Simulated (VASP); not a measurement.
Wanted: the native input for a VASP 6.6.1 run.

```yaml
Task: single point
Functional: LDA
Potentials_or_basis: VASP PAW LDA potentials, release 64 (Ce, Zn)
Cutoff: 520 eV
k_mesh: 6 × 6 × 6
Occupations: fermi-dirac, width 0.05 eV
Spin: collinear spin, ferromagnetic start
Starting_moments: "[1.0, 0.0] μB"
Dipole_correction: no
Further_INCAR_settings: ALGO = Normal; EDIFF = 1e-06; NBANDS = 23
```

The structure of CeZn lies in POSCAR:

```
CeZn
1.0
    3.7000000000      0.0000000000      0.0000000000
    0.0000000000      3.7000000000      0.0000000000
    0.0000000000      0.0000000000      3.7000000000
Ce Zn
1 1
Direct
    0.5067612187      0.5101525661      0.5006198032
    0.0069343513      0.0099730839      0.0009205368
```

One way to write it, as run:

INCAR

```
SYSTEM = CeZn
PREC = Accurate ; ENCUT = 520
EDIFF = 1E-6 ; ISMEAR = -1
SIGMA = 0.05 ; LREAL = .FALSE.
LASPH = .TRUE. ; NELM = 150
ALGO = Normal ; ISIF = 2
LWAVE = .FALSE. ; LCHARG = .TRUE.
ISPIN = 2 ; MAGMOM = 1 0
LORBIT = 11 ; LMAXMIX = 6
GGA = CA ; LELF = .TRUE.
LVHAR = .TRUE. ; NBANDS = 23
```

KPOINTS

```
regular mesh
0
G
  6 6 6
  0 0 0
```

Potentials or basis: VASP PAW LDA potentials, release 64 (Ce, Zn).

Launch:

```bash
$ cat potpaw_LDA.64/Ce/POTCAR potpaw_LDA.64/Zn/POTCAR > POTCAR
$ mpirun -np 1 vasp_std > vasp.out
```

Results of the run:

```json
{
 "Pressure": "-7.2 GPa",
 "Net moment": "0.83 μB per cell",
 "Site moments": "Ce +0.72; Zn +0.01 μB",
 "Valence electrons inside the program's atomic spheres": "Ce 9.62; Zn 10.78"
}
```

Caveat: the magnetic or orbital state may not be the lowest.

It took 110 s on 1 thread of Intel(R) Xeon(R) Platinum 8488C (Sapphire Rapids), with other jobs on the host, peak memory 0.26 GiB.
